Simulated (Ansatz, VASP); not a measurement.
Two plane-wave programs on Sc

The input INCAR:

```
  PREC = Accurate
  ENCUT = 520
  EDIFF = 1E-7
  ISMEAR = 1
  SIGMA = 0.1
  LREAL = F
  LASPH = T
  NELM = 80
  ALGO = Normal
  ISIF = 2
  LWAVE = F
  LCHARG = F
  GGA = PE
  IVDW = 13
  NBANDS = 24
```

The input KPOINTS:

```
regular mesh
0
Gamma
  5 5 7
```

The input POSCAR:

```
Sc
1.0
    4.4040490300     -2.5002670000      0.0000000000
    4.4040490300      2.5002670000      0.0000000000
   -0.0034756300      0.0000000000      3.2007192800
Sc
3
Direct
    0.3332340000      0.3332340000      0.9951080000
    0.0000000000      0.0000000000      0.5000000000
    0.6667660000      0.6667660000      0.0048920000
```

Input for Ansatz:

```yaml
crystal:
  lattice:
    - [4.40404903, -2.500267, 0.0]
    - [4.40404903, 2.500267, 0.0]
    - [-0.00347563, 0.0, 3.20071928]
  atoms:
    - { symbol: Sc, position: [0.333234, 0.333234, 0.995108] }
    - { symbol: Sc, position: [0.0, 0.0, 0.5] }
    - { symbol: Sc, position: [0.666766, 0.666766, 0.004892] }
kpoints:
  mp_grid: { grid: [5, 5, 7], shift: [0.0, 0.0, 0.0] }
hamiltonian:
  xc: pbe
  dispersion: d4
  pseudopotentials: { kind: paw }
scf:
  occupations: { method: cold, width: 0.1 }
output:
  write_density: true
  write_potential: true
  volumetric_format: npy
  elf: true
  forces: true
```

Alike in both runs: task single point; functional PBE; dispersion D4; k mesh 5 × 5 × 7; no spin polarisation.

```csv
,VASP,Ansatz
version,VASP 6.6.1,Ansatz 0.2.0
potentials or method,"VASP PAW PBE potentials, release 64 (Sc_sv)","plane waves, PAW"
plane-wave cutoff (eV),520,420
occupations,"methfessel-paxton of order 1, width 0.1 eV","cold, width 0.1 eV"
valence electrons in the cell,33,33
```

|  | VASP | Ansatz | Ansatz less VASP |
| --- | --- | --- | --- |
| gap on the k mesh at the Fermi level (eV) | none | none | - |
| rms of the force components (eV/Å) | 0.024 | 0.024 | -0.0006 |

Atom by atom the forces differ by 0.002 eV/Å (rms over components). A gap of «none» marks a metal or a gap that the smearing closes.
